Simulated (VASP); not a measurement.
# SiC (F-43m) in VASP: a series of runs, part 2 of 2

VASP 6.6.1.

## (4) Single point, PBE

This run uses another cell than the first one, of 10.50 Å³/atom.

The input, INCAR:

```
ALGO = Normal
EDIFF = 1E-6
ENCUT = 600
GGA = PE
GGA_COMPAT = False
ISIF = 2
ISMEAR = -1
LASPH = True
LCHARG = True
LELF = True
LREAL = False
LVHAR = True
LWAVE = False
NBANDS = 11
NELM = 120
PREC = Accurate
SIGMA = 0.05
```

The input, KPOINTS:

```
k-points
0
Gamma
  10 10 10
```

The input, POSCAR:

```
SiC
1.0
    0.0000000000      2.1898178744      2.1898178744
    2.1898178744      0.0000000000      2.1898178744
    2.1898178744      2.1898178744      0.0000000000
Si C
1 1
Direct
    0.0000000000      0.0000000000      0.0000000000
    0.7500000000      0.7500000000      0.7500000000
```

Potentials or basis: VASP PAW PBE potentials, release 64 (Si, C).

Run with:

```console
$ cat potpaw_PBE.64/Si/POTCAR potpaw_PBE.64/C/POTCAR > POTCAR
$ mpirun -np 1 vasp_std > vasp.out
```

OUTCAR:

```text
EDIFF = 1E-6
   ENCUT = 600
   GGA = PE
   ISIF = 2
   ISMEAR = -1
   LASPH = True
   LREAL = False
   NELM = 120
   PREC = Accurate

 ion  position               nearest neighbor table
   1  0.000  0.000  0.000-   2 1.90   2 1.90   2 1.90   2 1.90
   2  0.750  0.750  0.750-   1 1.90   1 1.90   1 1.90   1 1.90

  LATTYP: Found a face centered cubic cell.
 ALAT       =     4.3796357488

  Lattice vectors:

 A1 = (   0.0000000000,   2.1898178744,   2.1898178744)
[... 519 lines left out ...]

 [... further k-points ...]

------------------------ aborting loop because EDIFF is reached ----------------------------------------

  FORCE on cell =-STRESS in cart. coord.  units (eV):
  Direction    XX          YY          ZZ          XY          YZ          ZX
  --------------------------------------------------------------------------------------
  -------------------------------------------------------------------------------------
  Total       -0.0222277     -0.0222277     -0.0222277     -0.0000000     -0.0000000     -0.0000000
  in kB       -1.6957112     -1.6957112     -1.6957112     -0.0000000     -0.0000000     -0.0000000
  external PRESSURE =      -1.6957112 kB  Pullay stress =       0.0000000 kB

 VOLUME and BASIS-vectors are now :
 -----------------------------------------------------------------------------
  energy-cutoff  :      600.00
  volume of cell :       21.00
      direct lattice vectors                 reciprocal lattice vectors
     0.000000000  2.189817874  2.189817874    -0.228329491  0.228329491  0.228329491
     2.189817874  0.000000000  2.189817874     0.228329491 -0.228329491  0.228329491
     2.189817874  2.189817874  0.000000000     0.228329491  0.228329491 -0.228329491

 POSITION                                       TOTAL-FORCE (eV/Angst)
 -----------------------------------------------------------------------------------
      0.00000      0.00000      0.00000        -0.000000     -0.000000     -0.000000
      3.28473      3.28473      3.28473         0.000000      0.000000      0.000000
 -----------------------------------------------------------------------------------
    total drift:                                0.000000      0.000000      0.000000

  FREE ENERGIE OF THE ION-ELECTRON SYSTEM (eV)
  ---------------------------------------------------
  free  energy   TOTEN  =       -15.0621896070 eV

  energy  without entropy=      -15.0621895921  energy(sigma->0) =      -15.06218960
```

OSZICAR:

```text
N       E                     dE             d eps       ncg     rms          rms(c)
DAV:   1     0.576713667525E+01    0.57671E+01   -0.42085E+03  1042   0.690E+02
DAV:   2    -0.161570693987E+02   -0.21924E+02   -0.21155E+02  1335   0.117E+02
DAV:   3    -0.168726140797E+02   -0.71554E+00   -0.71400E+00  1252   0.176E+01
DAV:   4    -0.168754374916E+02   -0.28234E-02   -0.28233E-02  1192   0.141E+00
DAV:   5    -0.168754506946E+02   -0.13203E-04   -0.13203E-04  1267   0.896E-02    0.865E+00
DAV:   6    -0.151146507195E+02    0.17608E+01   -0.64641E+00  1151   0.113E+01    0.382E+00
DAV:   7    -0.150696489582E+02    0.45002E-01   -0.36766E-01  1238   0.348E+00    0.175E+00
DAV:   8    -0.150619740845E+02    0.76749E-02   -0.20194E-02  1172   0.948E-01    0.173E-01
DAV:   9    -0.150620732374E+02   -0.99153E-04   -0.17012E-03  1282   0.233E-01    0.112E-01
DAV:  10    -0.150621867866E+02   -0.11355E-03   -0.25131E-04  1172   0.958E-02    0.267E-02
DAV:  11    -0.150621891852E+02   -0.23987E-05   -0.45723E-05  1250   0.349E-02    0.705E-03
DAV:  12    -0.150621896070E+02   -0.42177E-06   -0.21476E-06  1072   0.879E-03
   1 F= -.15062190E+02 E0= -.15062190E+02  d E =-.148985E-07
```

stdout:

```text
POSCAR found type information on POSCAR SiC
 POSCAR found :  2 types and       2 ions
 scaLAPACK will be used
 LDA part: xc-table for (Slater+PW92), standard interpolation
 POSCAR, INCAR and KPOINTS ok, starting setup
 FFT: planning ... GRIDC
 FFT: planning ... GRID_SOFT
 FFT: planning ... GRID
 WAVECAR not read
 entering main loop
```

Wall time 10 s (1 thread of AMD EPYC 9R45 (Zen 5), shared host); peak memory 0.12 GiB.

Results:

```yaml
Free_energy: -15.0622 eV
Pressure: -0.2 GPa
Band_gap_on_the_k_mesh: 1.37 eV (least direct gap 4.53 eV)
```

## (5) Single point, revPBE

This run uses another cell than the first one, of 10.62 Å³/atom.

The input, INCAR:

```
SYSTEM = SiC
PREC = Accurate
ENCUT = 600
EDIFF = 1E-6
ISMEAR = -1
SIGMA = 0.05
LREAL = .False.
LASPH = .True.
NELM = 120
ALGO = Normal
ISIF = 2
LWAVE = .False.
LCHARG = .True.
GGA = RE
LELF = .True.
LVHAR = .True.
NBANDS = 11
GGA_COMPAT = .False.
```

The input, KPOINTS:

```
regular mesh
0
Gamma
  10 10 10
  0 0 0
```

The input, POSCAR:

```
SiC
1.0
    0.0000000000      2.1981722592      2.1981722592
    2.1981722592      0.0000000000      2.1981722592
    2.1981722592      2.1981722592      0.0000000000
Si C
1 1
Direct
    0.0000000000      0.0000000000      0.0000000000
    0.7500000000      0.7500000000      0.7500000000
```

Run with:

```console
$ cat potpaw_PBE.64/Si/POTCAR potpaw_PBE.64/C/POTCAR > POTCAR
$ mpirun -np 1 vasp_std > vasp.out
```

It took 10 s on 1 thread of AMD EPYC 9R45 (Zen 5), shared host; peak memory 0.12 GiB.

Results (log left out):

```yaml
Free_energy: -14.4530 eV
Pressure: -0.5 GPa
Band_gap_on_the_k_mesh: 1.38 eV (least direct gap 4.51 eV)
```

Levels at points of the mesh, in eV from the valence-band top:
```csv
k point,band 1,band 2,band 3,band 4,band 5,band 6,band 7,band 8,band 9
"(0.00, 0.00, 0.00)",-15.21,0.00,0.00,0.00,5.94,7.16,7.16,7.16,14.31
"(0.50, 0.00, 0.00)",-11.76,-8.38,-1.04,-1.04,5.23,7.14,7.14,9.95,15.99
"(0.50, 0.50, 0.00)",-10.35,-7.69,-3.13,-3.13,1.38,4.28,13.79,13.79,14.53
```

Caveat: the PAW data sets were made with another functional, which shifts forces and pressure a little.

## (6) Summary

```tsv
level	cell	gap on the mesh (eV)	pressure (GPa)
PBE	a = 3.015 Å, angles 60.0°, 2 atoms	1.29	19.8
PBE	a = 2.982 Å, angles 60.0°, 2 atoms	1.26	29.8
PBE	a = 3.097 Å, angles 60.0°, 2 atoms	1.37	-0.2
revPBE	a = 3.109 Å, angles 60.0°, 2 atoms	1.38	-0.5
```

Alike in all rows: task single point; potentials or basis VASP PAW PBE potentials, release 64 (Si, C); no spin polarisation; k mesh 10 × 10 × 10; cutoff (eV) 600; smearing fermi-dirac 0.05 eV.

Caveats: the cell stands under pressure (at least some runs); the PAW data sets were made with another functional, which shifts forces and pressure a little (at least some runs).

Total energies depend on the potentials used, so only differences within one code and one set of settings carry meaning.

## (7) How close it comes

Step 4. Measured gap of SiC: 2.4 eV (indirect; quoted in “Insight into the structural, elastic and electronic properties of a new orthorhombic 6O-SiC polytype”, 2020, pmc:7200658). This calculation gives 1.37 eV (-1.03 eV). The value is that of PBE on a finite k mesh, which can miss the band edges, without temperature or zero-point motion. Semilocal functionals fall short of measured gaps as a rule.

Step 5. A measured gap of SiC is 2.4 eV (indirect; quoted in “Insight into the structural, elastic and electronic properties of a new orthorhombic 6O-SiC polytype”, 2020, pmc:7200658); the calculated 1.38 eV misses it by -1.02 eV. The value is that of revPBE on a finite k mesh, which can miss the band edges, without temperature or zero-point motion. Semilocal functionals fall short of measured gaps as a rule.
